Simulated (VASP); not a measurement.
HfF2:

```
CELL_PARAMETERS angstrom
-2.00933 2.00933 2.39033
2.00933 -2.00933 2.39033
2.00933 2.00933 -2.39033
ATOMIC_POSITIONS crystal
Hf 0.00000 0.00000 0.00000
F 0.75000 0.25000 0.50000
F 0.25000 0.75000 0.50000
```

| Property | Result |
| --- | --- |
| Program | VASP 6.6.1 |
| Task | relaxation of cell and atoms |
| Functional | PBE |
| Potentials or basis | VASP PAW PBE potentials, release 64 (Hf_pv, F) |
| Cutoff | 600 eV |
| k mesh | 16 × 16 × 16 |
| Occupations | gaussian, width 0.1 eV |
| Spin | no spin polarisation |

At the start: pressure -2.5 GPa; volume 12.87 Å³/atom.

Question: Where does the relaxation end?

Answer: Over 6 steps the energy falls by 2.5 meV/atom and the volume is 12.59 Å³/atom (-2.1 %); space group I4/mmm (No. 139, to 0.1 Å) before and after.

The path:
| step | energy change (eV) | largest force (eV/Å) | pressure (GPa) | volume (Å³) |
| --- | --- | --- | --- | --- |
| 1 | 0.0000 | 0.0000 | -2.52 | 38.60 |
| 2 | -0.0065 | 0.0000 | 1.00 | 37.48 |
| 3 | -0.0073 | 0.0000 | 0.06 | 37.76 |
| 4 | -0.0073 | 0.0000 | 0.13 | 37.74 |
| 5 | -0.0074 | 0.0000 | 0.09 | 37.76 |
| 6 | -0.0075 | 0.0000 | 0.06 | 37.78 |

Final structure:
```cif
data_structure
_symmetry_space_group_name_H-M 'P 1'
_symmetry_Int_Tables_number 1
_cell_length_a 3.6892
_cell_length_b 3.6892
_cell_length_c 3.6892
_cell_angle_alpha 114.736
_cell_angle_beta 114.736
_cell_angle_gamma 99.389
_cell_volume 37.78
loop_
_atom_site_label
_atom_site_type_symbol
_atom_site_fract_x
_atom_site_fract_y
_atom_site_fract_z
_atom_site_occupancy
Hf1 Hf 0.00000 0.00000 0.00000 1
F1 F 0.75000 0.25000 0.50000 1
F2 F 0.25000 0.75000 0.50000 1
```
